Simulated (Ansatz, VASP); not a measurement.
## GaP in VASP and in Ansatz

File INCAR:

```
SYSTEM = GaP
PREC = Accurate
ENCUT = 520
EDIFF = 1E-8
ISMEAR = -1
SIGMA = 0.08
LREAL = .False.
LASPH = .True.
NELM = 80
ALGO = Normal
ISIF = 2
LWAVE = .False.
LCHARG = .False.
GGA = PS
LEFG = .True.
NBANDS = 16
```

Contents of KPOINTS:

```
regular mesh
0
Gamma
  12 12 12
  0 0 0
```

Contents of POSCAR:

```
GaP
1.0
    0.0000000000      2.7252500000      2.7797550000
    2.7252500000      0.0000000000      2.7797550000
    2.7252500000      2.7252500000      0.0000000000
Ga P
1 1
Direct
    0.0000000000      0.0000000000      0.0000000000
    0.7500000000      0.7500000000      0.7500000000
```

Input for Ansatz:

```yaml
crystal:
  lattice:
    - [0.0, 2.72525, 2.779755]
    - [2.72525, 0.0, 2.779755]
    - [2.72525, 2.72525, 0.0]
  atoms:
    - { symbol: Ga, position: [0.0, 0.0, 0.0] }
    - { symbol: P, position: [0.75, 0.75, 0.75] }
kpoints:
  mp_grid: { grid: [12, 12, 12] }
scf:
  occupations: { method: fermi_dirac, width: 0.08 }
hamiltonian:
  xc: pbesol
  pseudopotentials: { kind: all_electron, datasets: crystal }
output:
  forces: true
  stress: true
  eigenvalues: true
  efg: { contact_densities: true }
```

Change from the starting cell: zz strain of +2 %, crystal datasets.

Alike in both runs: task electric field gradients; functional PBEsol; k mesh 12 × 12 × 12; occupations fermi-dirac, width 0.08 eV; no spin polarisation.

|  | VASP | Ansatz |
| --- | --- | --- |
| version | VASP 6.6.1 | Ansatz 0.2.0 |
| potentials or method | VASP PAW PBE potentials, release 64 (Ga_d, P), cutoff 520 eV | all-electron PAW with datasets made for the crystal, scalar-relativistic |

```csv
,VASP,Ansatz,Ansatz less VASP
pressure (GPa),-2.2,-2.1,+0.03
"traceless stress, the component that is largest in VASP (GPa)",-1.02,-1.01,+0.003
size of Vzz on the site where it differs most (V/Å²),3.3,3.9,+0.56
```

VASP's potentials were made for PBE, not for PBEsol. Ansatz ran all-electron here, and VASP with PAW potentials.
